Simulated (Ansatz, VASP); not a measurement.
**CoO: VASP beside Ansatz**

```
Co O
1.0
     2.66125    0.00000    0.00000
     0.00000    2.66125    0.00000
     0.00000    0.00000    2.66125
Co O
1 1
Cartesian
  0.0000 0.0000 0.0000
  1.3306 1.3306 1.3306
```

Alike in both runs: task relaxation of cell and atoms; functional PBE; k mesh 10 × 10 × 10; occupations gaussian, width 0.02 eV; collinear spin; Hubbard terms Co d U = 3.32 eV.

|  | VASP | Ansatz |
| --- | --- | --- |
| version | VASP 6.6.1 | Ansatz 0.2.0 |
| potentials or method | VASP PAW PBE potentials, release 64 (Co, O), cutoff 600 eV | scalar-relativistic, plane waves, PAW |
| valence electrons in the cell | 15 | 23 |

```csv
,VASP,Ansatz,Ansatz less VASP
"gap on the k mesh at the Fermi level, each at its own relaxed structure (eV)",1.18,0.87,-0.315
net moment per atom (μB),1.50,1.50,0.000
size of the moment on the site where the two differ most (μB),2.69,2.61,-0.074
relaxed volume (Å³/atom),9.20,9.42,+0.219
relaxed length of the cell vector where the two differ most in proportion (Å),2.640,2.661,+0.0208
```

Site moments also hang on the region over which each program counts them. The programs project onto different local orbitals, so the same U acts differently, and such runs can settle in different states. VASP's potentials hold 15 valence electrons a cell and Ansatz's 23, so a difference there can come from the potentials and not from the codes.
